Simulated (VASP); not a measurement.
Runs of VASP 6.6.1 on HfO2. The structure is that of space group Fm-3m (No. 225), or close to it. The cells are those of the table. 

```tsv
level	potentials or basis	cell	cutoff (eV)	gap on the mesh (eV)	pressure (GPa)
BLYP	VASP PAW PBE potentials, release 64 (Hf_pv, O)	a = 3.649 Å, angles 60.0°, 3 atoms	600	3.73	(b)
revPBE+D3(BJ)	VASP PAW PBE potentials, release 64 (Hf_pv, O)	a = 3.617 Å, angles 60.0°, 3 atoms	600	3.81	-9.5
BLYP	VASP PAW PBE potentials, release 64 (Hf_pv, O)	a = 3.617 Å, angles 60.0°, 3 atoms	600	3.81	0.9
r2SCAN+D4	VASP PAW PBE potentials, release 64 (Hf_pv, O)	a = 3.523 Å, angles 60.0°, 3 atoms	660	4.45	7.4
revPBE+D3(BJ)	VASP PAW PBE potentials, release 64 (Hf_pv, O)	a = 3.612 Å, angles 60.0°, 3 atoms	600	3.82	-8.7
LDA	VASP PAW LDA potentials, release 64 (Hf_pv, O)	a = 3.617 Å, angles 60.0°, 3 atoms	600	3.53	-19.6
revPBE+D3(BJ)	VASP PAW PBE potentials, release 64 (Hf_pv, O)	a = 3.636 Å, angles 60.0°, 3 atoms	600	3.77	-12.8
BLYP	VASP PAW PBE potentials, release 64 (Hf_pv, O)	a = 3.612 Å, angles 60.0°, 3 atoms	600	3.82	1.8
BLYP	VASP PAW PBE potentials, release 64 (Hf_pv, O)	a = 3.685 Å, angles 60.0°, 3 atoms	600	3.65	(a)
r2SCAN+D4	VASP PAW PBE potentials, release 64 (Hf_pv, O)	a = 3.538 Å, angles 60.0°, 3 atoms	660	4.42	3.5
BLYP	VASP PAW PBE potentials, release 64 (Hf_pv, O)	a = 3.637 Å, angles 60.0°, 3 atoms	600	(d)	-3.0
BLYP	VASP PAW PBE potentials, release 64 (Hf_pv, O)	a = 3.661 Å, angles 60.0°, 3 atoms	600	3.70	(c)
```

Alike in all rows: task single point; no spin polarisation; k mesh 8 × 8 × 8; smearing gaussian 0.05 eV.

Q: Estimate the missing entries.

A: (a) -11.1; (b) -5.1; (c) -7.3; (d) 3.76.

Caveats: spin-orbit coupling is left out, which moves the levels of the heavy elements; the PAW data sets were made with another functional, which shifts forces and pressure a little (at least some runs); the cell stands under tension (at least some runs); the cell stands under pressure (at least some runs).

A k mesh can miss the band edges, and the runs leave out spin-orbit coupling on Hf.
